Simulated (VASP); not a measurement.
# CuI (F-43m) in VASP: notebook

CuI is run at these levels: PBEsol, LDA+U; tasks: dielectric tensor, electric field gradients.

Everything below comes from runs of VASP 6.6.1. Logs are shortened: lines on timing, memory, paths and dates and some standing lists are left out, and cuts for length are marked.

### Step 1. The cell of the first run

The structure is cubic, space group F-43m (No. 216). Conventional cell: a = 6.063 Å, b = 6.063 Å, c = 6.063 Å, α = 90.00°, β = 90.00°, γ = 90.00°. I (site symmetry -43m) has 4 Cu at 2.63 Å within 3.5 Å. Within 3.5 Å of Cu (site symmetry -43m) lie 4 I at 2.63 Å.

### Step 2. Dielectric tensor, PBEsol

The input, INCAR:

```
SYSTEM = CuI
  PREC = Accurate
  ENCUT = 520
  EDIFF = 1E-8
  ISMEAR = 0
  SIGMA = 0.01
  LREAL = .False.
  LASPH = .True.
  NELM = 80
  ALGO = Normal
  ISIF = 2
  LWAVE = .False.
  LCHARG = .False.
  GGA = PS
  LEPSILON = .True.
```

The input, KPOINTS:

```
Automatic mesh
0
Gamma
  8 8 8
  0 0 0
```

The input, POSCAR:

```
CuI
1.0
    0.0000000000      3.0315000000      3.0315000000
    3.0315000000      0.0000000000      3.0315000000
    3.0315000000      3.0315000000      0.0000000000
I Cu
1 1
Direct
    0.0000000000      0.0000000000      0.0000000000
    0.7500000000      0.7500000000      0.7500000000
```

Potentials or basis: VASP PAW PBE potentials, release 64 (I, Cu).

Started as:

```bash
cat potpaw_PBE.64/I/POTCAR potpaw_PBE.64/Cu/POTCAR > POTCAR
mpirun -np 1 vasp_std > vasp.out
```

OUTCAR:

```text
SYSTEM = CuI
   PREC = Accurate
   ENCUT = 520
   EDIFF = 1E-8
   ISMEAR = 0
   LREAL = .False.
   LASPH = .True.
   NELM = 80
   ISIF = 2
   GGA = PS
   LEPSILON = .True.

 ion  position               nearest neighbor table
   1  0.000  0.000  0.000-   2 2.63   2 2.63   2 2.63   2 2.63
   2  0.750  0.750  0.750-   1 2.63   1 2.63   1 2.63   1 2.63

  LATTYP: Found a face centered cubic cell.
 ALAT       =     6.0630000000

  Lattice vectors:

 A1 = (   0.0000000000,   3.0315000000,   3.0315000000)
 A2 = (   3.0315000000,   0.0000000000,   3.0315000000)
 A3 = (   3.0315000000,   3.0315000000,   0.0000000000)

Analysis of symmetry for initial positions (statically):
=====================================================================
 Subroutine PRICEL returns:
 Original cell was already a primitive cell.

 Routine SETGRP: Setting up the symmetry group for a
 face centered cubic supercell.

 Subroutine GETGRP returns: Found 24 space group operations
 (whereof 24 operations were pure point group operations)
 out of a pool of 48 trial point group operations.

The static configuration has the point symmetry T_d .

Analysis of symmetry for dynamics (positions and initial velocities):
=====================================================================
 Subroutine PRICEL returns:
 Original cell was already a primitive cell.

 Routine SETGRP: Setting up the symmetry group for a
 face centered cubic supercell.

 Subroutine GETGRP returns: Found 24 space group operations
 (whereof 24 operations were pure point group operations)
 out of a pool of 48 trial point group operations.

The dynamic configuration has the point symmetry T_d .

 Subroutine INISYM returns: Found 24 space group operations
 (whereof 24 operations are pure point group operations),
 and found     1 'primitive' translations

----------------------------------------------------------------------------------------

                                     Primitive cell

  volume of cell :      55.7189

  direct lattice vectors                    reciprocal lattice vectors
     0.000000000  3.031500000  3.031500000    -0.164934851  0.164934851  0.164934851
     3.031500000  0.000000000  3.031500000     0.164934851 -0.164934851  0.164934851
     3.031500000  3.031500000  0.000000000     0.164934851  0.164934851 -0.164934851

  length of vectors
     4.287188414  4.287188414  4.287188414     0.285675541  0.285675541  0.285675541

  position of ions in fractional coordinates (direct lattice)
     0.000000000  0.000000000  0.000000000
     0.750000000  0.750000000  0.750000000

  ion indices of the primitive-cell ions
   primitive index   ion index
                 1           1
                 2           2

----------------------------------------------------------------------------------------

 KPOINTS: Automatic mesh

Automatic generation of k-mesh.
 Grid dimensions read from file:
 generate k-points for:    8    8    8

 Generating k-lattice:

  Cartesian coordinates                     Fractional coordinates (reciprocal lattice)
    -0.020616856  0.020616856  0.020616856     0.125000000  0.000000000  0.000000000
     0.020616856 -0.020616856  0.020616856     0.000000000  0.125000000  0.000000000
     0.020616856  0.020616856 -0.020616856     0.000000000  0.000000000  0.125000000

  Length of vectors
     0.035709443  0.035709443  0.035709443

  Shift w.r.t. Gamma in fractional coordinates (k-lattice)
     0.000000000  0.000000000  0.000000000

 Subroutine IBZKPT returns following result:
 ===========================================

 Found     29 irreducible k-points:

 Following reciprocal coordinates:
            Coordinates               Weight
  0.000000  0.000000  0.000000      1.000000
  0.125000  0.000000  0.000000      8.000000
  0.250000  0.000000  0.000000      8.000000
  0.375000  0.000000  0.000000      8.000000
  0.500000  0.000000  0.000000      4.000000
  0.125000  0.125000  0.000000      6.000000
[... 16 lines left out ...]
  0.500000  0.250000  0.125000     48.000000
 -0.375000  0.250000  0.125000     24.000000
 [... further k-points ...]
   k-points           NKPTS =     29   k-points in BZ     NKDIM =     29   number of bands    NBANDS=     13
   number of dos      NEDOS =    301   number of ions     NIONS =      2
   total plane-waves  NPLWV =  32768
   dimension x,y,z NGX =    32 NGY =   32 NGZ =   32
   dimension x,y,z NGXF=    64 NGYF=   64 NGZF=   64
   ions per type =               1   1
   NGX,Y,Z   is equivalent  to a cutoff of  12.41, 12.41, 12.41 a.u.
   NGXF,Y,Z  is equivalent  to a cutoff of  24.82, 24.82, 24.82 a.u.
 SYSTEM =  CuI
   PREC   = accura    normal or accurate (medium, high low for compatibility)
   ISTART =      0    job   : 0-new  1-cont  2-samecut
   ICHARG =      2    charge: 1-file 2-atom 10-const
   ISPIN  =      1    spin polarized calculation?
   LNONCOLLINEAR =      F non collinear calculations
   LSORBIT =      F    spin-orbit coupling
   LASPH  =      T    aspherical Exc in radial PAW
   ENCUT  =  520.0 eV  38.22 Ry    6.18 a.u.   7.97  7.97  7.97*2*pi/ulx,y,z
   NELM   =     80;   NELMIN=  2; NELMDL= -5     # of ELM steps
   EDIFF  = 0.1E-07   stopping-criterion for ELM
   LREAL  =      F    real-space projection
   EDIFFG = 0.1E-06   stopping-criterion for IOM
   NSW    =      0    number of steps for IOM
   IBRION =     -1    ionic relax: 0-MD 1-quasi-New 2-CG
   NFREE  =      0    steps in history (QN), initial steepest desc. (CG)
   ISIF   =      2    stress and relaxation
   ISYM   =      2    0-nonsym 1-usesym 2-fastsym
   POTIM  = 0.5000    time-step for ionic-motion
   TEBEG  =    0.0;   TEEND  =   0.0 temperature during run
   PSTRESS=    0.0 pullay stress
   NELECT =      18.0000    total number of electrons
   NUPDOWN=      -1.0000    fix difference up-down
   EMIN   =  10.00;   EMAX   =-10.00  energy-range for DOS
   EFERMI =   0.00;   METHOD = LEGACY
   ISMEAR =     0;   SIGMA  =   0.01  broadening in eV -4-tet -1-fermi 0-gaus
   EFERMI_NEDOS =   21; number of points for ismear=-14 and -15
   IALGO  =     38    algorithm
   IMIX   =      4    mixing-type and parameters
     AMIX     =   0.40;   BMIX     =  1.00
     AMIX_MAG =   1.60;   BMIX_MAG =  1.00
  volume/ion in A,a.u.               =      27.86       188.00
  Fermi-wavevector in a.u.,A,eV,Ry     =   1.123306  2.122741 17.168055  1.261816
  Thomas-Fermi vector in A             =   2.259971
   LORBIT       =      0    0 simple, 1 ext, 2 COOP (PROOUT), +10 PAW based schemes
   GGA     = PS    functional components
   LHFCALC =     F    Hartree Fock is set to
   AEXX    =    0.0000 exact exchange contribution
   IVDW    =     0    specifies the selected vdW correction
   LEPSILON=     T    determine dielectric tensor
   LRPA    =     F    only Hartree local field effects (RPA)
 non-spin polarized calculation
 Gauss-broadening in eV      SIGMA  =   0.01
  energy-cutoff  :      520.00
  volume of cell :       55.72
 maximum number of plane-waves:      1524
   NGX = 15   NGY = 15   NGZ = 15

--------------------------------------- Ionic step        1  -------------------------------------------

 number of electron      18.0000014 magnetization

 E-fermi :   4.3956     XC(G=0):  -9.1391

 val. band max:        4.2831851462   @ k =   0.0000   0.0000   0.0000
 cond. band min:       5.3114383907   @ k =   0.0000   0.0000   0.0000
 fundamental gap:      1.0282532445
 Fermi energy:         4.3956028152

 k-point     1 :       0.0000    0.0000    0.0000
  band No.  band energies     occupation
      1      -9.7453      2.00000
      2       0.6384      2.00000
      3       0.6384      2.00000
      4       0.6384      2.00000
      5       2.4100      2.00000
      6       2.4100      2.00000
      7       4.2832      2.00000
      8       4.2832      2.00000
      9       4.2832      2.00000
     10       5.3114      0.00000
     11       9.1109      0.00000
     12       9.1109      0.00000
     13       9.1109      0.00000
[... 353 lines left out ...]
 k-point    24 :      -0.3750    0.2500    0.1250
  band No.  band energies     occupation
      1      -9.0965      2.00000
      2      -1.0620      2.00000
      3       0.0935      2.00000
      4       0.6126      2.00000
      5       2.3443      2.00000
      6       2.4207      2.00000
      7       2.5352      2.00000
      8       2.9623      2.00000
      9       3.2682      2.00000
     10       7.7238      0.00000
     11       8.8662      0.00000
     12      10.4389      0.00000
     13      11.5949      0.00000

 [... further k-points ...]

  FORCE on cell =-STRESS in cart. coord.  units (eV):
  Direction    XX          YY          ZZ          XY          YZ          ZX
  --------------------------------------------------------------------------------------
  -------------------------------------------------------------------------------------
  Total       -0.8715899     -0.8715899     -0.8715899      0.0000000      0.0000000      0.0000000
  in kB      -25.0622493    -25.0622493    -25.0622493      0.0000000      0.0000000      0.0000000
  external PRESSURE =     -25.0622493 kB  Pullay stress =       0.0000000 kB

 VOLUME and BASIS-vectors are now :
 -----------------------------------------------------------------------------
  energy-cutoff  :      520.00
  volume of cell :       55.72
      direct lattice vectors                 reciprocal lattice vectors
     0.000000000  3.031500000  3.031500000    -0.164934851  0.164934851  0.164934851
     3.031500000  0.000000000  3.031500000     0.164934851 -0.164934851  0.164934851
     3.031500000  3.031500000  0.000000000     0.164934851  0.164934851 -0.164934851

 POSITION                                       TOTAL-FORCE (eV/Angst)
 -----------------------------------------------------------------------------------
      0.00000      0.00000      0.00000        -0.000000     -0.000000     -0.000000
      4.54725      4.54725      4.54725         0.000000      0.000000      0.000000
 -----------------------------------------------------------------------------------
    total drift:                               -0.000000     -0.000000     -0.000000

  FREE ENERGIE OF THE ION-ELECTRON SYSTEM (eV)
  ---------------------------------------------------
  free  energy   TOTEN  =        -6.2944817733 eV

  energy  without entropy=       -6.2944817733  energy(sigma->0) =       -6.29448177

 HEAD OF MICROSCOPIC STATIC DIELECTRIC TENSOR (INDEPENDENT PARTICLE, excluding Hartree and local field effects)
 ------------------------------------------------------
           7.233697     0.000000    -0.000000
          -0.000000     7.233697     0.000000
           0.000000     0.000000     7.233697
 ------------------------------------------------------

 Free energy of the ion-electron system (eV)
  ---------------------------------------------------
  ---------------------------------------------------
  free energy    TOTEN  =        -0.95368593 eV

  energy without entropy =       -0.95368593

------------------------ aborting loop because EDIFF is reached ----------------------------------------

--------------------------------------- Ionic step        2  -------------------------------------------

------------------------ aborting loop because EDIFF is reached ----------------------------------------

--------------------------------------- Ionic step        3  -------------------------------------------

 Free energy of the ion-electron system (eV)
  ---------------------------------------------------
  ---------------------------------------------------
  free energy    TOTEN  =        -0.95368579 eV

  energy without entropy =       -0.95368579

------------------------ aborting loop because EDIFF is reached ----------------------------------------

 PIEZOELECTRIC TENSOR FIELD DIRECTION 3  (e Angst)
 -----------------------------------------------------------------------------
    -0.00249 -1.18449  0.00000           (  0.00000  0.09801  0.00000)
    -1.18449 -0.00249  0.00000           (  0.09801  0.00000  0.00000)
     0.00000  0.00000 -0.00007           (  0.00000  0.00000 -0.00001)

 PIEZOELECTRIC TENSOR FIELD DIRECTION 3  (C/m^2)
 -----------------------------------------------------------------------------
    -0.00072 -0.34060  0.00000
    -0.34060 -0.00072  0.00000
     0.00000  0.00000 -0.00002

 MACROSCOPIC STATIC DIELECTRIC TENSOR (including local field effects in DFT)
 ------------------------------------------------------
           6.843879     0.000000     0.000000
           0.000000     6.843879     0.000000
           0.000000     0.000000     6.843879
 ------------------------------------------------------

 PIEZOELECTRIC TENSOR (including local field effects)  for field in x, y, z        (e  Angst)
          XX          YY          ZZ          XY          YZ          ZX
  --------------------------------------------------------------------------------
  x     0.00000     0.00000     0.00000     0.00000    -1.22173    -0.00000
  y     0.00000    -0.00000    -0.00000     0.00000     0.00000    -1.22173
  z     0.00000     0.00000     0.00000    -1.22173     0.00000     0.00000

 PIEZOELECTRIC TENSOR (including local field effects)  for field in x, y, z        (C/m^2)
          XX          YY          ZZ          XY          YZ          ZX
  --------------------------------------------------------------------------------
  x     0.00000     0.00000     0.00000     0.00000    -0.35131    -0.00000
  y     0.00000    -0.00000    -0.00000     0.00000     0.00000    -0.35131
  z     0.00000     0.00000     0.00000    -0.35131     0.00000     0.00000

 BORN EFFECTIVE CHARGES (including local field effects) (in |e|, cummulative output)
 ---------------------------------------------------------------------------------
 ion    1
    1    -1.13296     0.00000     0.00000
    2     0.00000    -1.13296     0.00000
    3     0.00000     0.00000    -1.13296
 ion    2
    1     1.13296     0.00000     0.00000
    2     0.00000     1.13296     0.00000
    3     0.00000     0.00000     1.13296
```

Wall time 17 min (1 thread of AMD EPYC, shared host); peak memory 0.31 GiB.

What came out:

| Item | Value |
| --- | --- |
| Band gap on the k mesh | 1.03 eV |
| Electronic dielectric tensor (diagonal) | 6.84 |
| Born charges (mean of the diagonal) | I -1.13; Cu +1.13 e |

Electronic dielectric tensor:
```
6.84 0.00 0.00
0.00 6.84 0.00
0.00 0.00 6.84
```

Born effective charge tensors (e):
atom 1, I
```
-1.13  0.00  0.00
 0.00 -1.13  0.00
 0.00  0.00 -1.13
```
atom 2, Cu
```
1.13 0.00 0.00
0.00 1.13 0.00
0.00 0.00 1.13
```

Caveat: the PAW data sets were made with another functional, which shifts forces and pressure a little; spin-orbit coupling is left out, which moves the levels of the heavy elements. A hybrid or GW would open this gap; PBEsol tends to underestimate it.

### Step 3. Electric field gradients, LDA+U

The input, INCAR:

```
SYSTEM = CuI
PREC = Accurate ; ENCUT = 520
EDIFF = 1E-8 ; ISMEAR = 1
SIGMA = 0.1 ; LREAL = .False.
LASPH = .True. ; NELM = 150
ALGO = Normal ; ISIF = 2
LWAVE = .False. ; LCHARG = .False.
LMAXMIX = 4 ; LDAU = .True.
LDAUTYPE = 2 ; LDAUL = -1 2
LDAUU = 0 4 ; LDAUJ = 0 0
LDAUPRINT = 1 ; LEFG = .True.
NBANDS = 16
```

KPOINTS is that of step 2.

POSCAR is that of step 2.

Potentials or basis: VASP PAW LDA potentials, release 64 (I, Cu).

Started as:

```bash
cat potpaw_LDA.64/I/POTCAR potpaw_LDA.64/Cu/POTCAR > POTCAR
mpirun -np 1 vasp_std > vasp.out
```

OUTCAR:

```text
SYSTEM = CuI
   PREC = Accurate
   ENCUT = 520
   EDIFF = 1E-8
   ISMEAR = 1
   LREAL = .False.
   LASPH = .True.
   NELM = 150
   ISIF = 2

 ion  position               nearest neighbor table
   1  0.000  0.000  0.000-   2 2.63   2 2.63   2 2.63   2 2.63
   2  0.750  0.750  0.750-   1 2.63   1 2.63   1 2.63   1 2.63

  LATTYP: Found a face centered cubic cell.
 ALAT       =     6.0630000000

  Lattice vectors:

 A1 = (   0.0000000000,   3.0315000000,   3.0315000000)
 A2 = (   3.0315000000,   0.0000000000,   3.0315000000)
[... 705 lines left out ...]
  ---------------------------------------------------
  free  energy   TOTEN  =        -5.8194234527 eV

  energy  without entropy=       -5.8195933565  energy(sigma->0) =       -5.81948009

 Electric field gradients (V/A^2)
---------------------------------------------------------------------
 ion       V_xx      V_yy      V_zz      V_xy      V_xz      V_yz
---------------------------------------------------------------------
   1       0.000     0.000     0.000     0.000     0.000     0.000
   2      -0.000     0.000     0.000    -0.001    -0.001    -0.001
---------------------------------------------------------------------

 Electric field gradients after diagonalization (V/A^2)
 (convention: |V_zz| > |V_xx| > |V_yy|)
----------------------------------------------------------------------
 ion       V_xx      V_yy      V_zz     asymmetry (V_yy - V_xx)/ V_zz
----------------------------------------------------------------------
   1      -0.000    -0.000     0.001       0.000
   2       0.001     0.001    -0.002       0.000
----------------------------------------------------------------------

           NMR quadrupolar parameters

 Cq : quadrupolar parameter    Cq=e*Q*V_zz/h
 eta: asymmetry parameters     (V_yy - V_xx)/ V_zz
 Q  : nuclear electric quadrupole moment in mb (millibarn)
----------------------------------------------------------------------
 ion       Cq(MHz)       eta       Q (mb)
----------------------------------------------------------------------
   1       0.000       0.000       1.000
   2      -0.000       0.000       1.000
----------------------------------------------------------------------
```

stdout:

```text
POSCAR found type information on POSCAR I Cu
 POSCAR found :  2 types and       2 ions
 scaLAPACK will be used
 LDA part: xc-table for (Slater(with rela. corr.)+CA(PZ))
 , standard interpolation
 POSCAR, INCAR and KPOINTS ok, starting setup
 FFT: planning ... GRIDC
 FFT: planning ... GRID_SOFT
 FFT: planning ... GRID
 WAVECAR not read
 entering main loop
ion   1

ion   2
```

It took 36 s on 1 thread of Intel Xeon 8259CL, shared host; peak memory 0.17 GiB.

Results:

```yaml
Free_energy: -5.8194 eV
Pressure: -3.9 GPa
Band_gap_on_the_k_mesh: 1.58 eV
Largest_electric_field_gradient_by_atom: zero within the noise of the run
```

Levels at points of the mesh, in eV from the valence-band top:
| k point | band 6 | band 7 | band 8 | band 9 | band 10 | band 11 | band 12 | band 13 |
| --- | --- | --- | --- | --- | --- | --- | --- | --- |
| (0.00, 0.00, 0.00) | -2.40 | 0.00 | 0.00 | 0.00 | 1.58 | 5.45 | 5.45 | 5.45 |
| (0.50, 0.00, 0.00) | -2.39 | -2.34 | -0.75 | -0.75 | 2.63 | 5.90 | 5.90 | 7.71 |
| (0.50, 0.50, 0.00) | -2.33 | -2.23 | -1.81 | -1.81 | 3.04 | 3.33 | 9.56 | 10.27 |

Eigenvalues of the final occupation matrices:
```
    site  spin  trace               eigenvalues
site 2 d     1   4.74  0.94 0.94 0.95 0.95 0.95
site 2 d     2   4.74  0.94 0.94 0.95 0.95 0.95
```

Caveat: the cell stands under tension; spin-orbit coupling is left out, which moves the levels of the heavy elements.
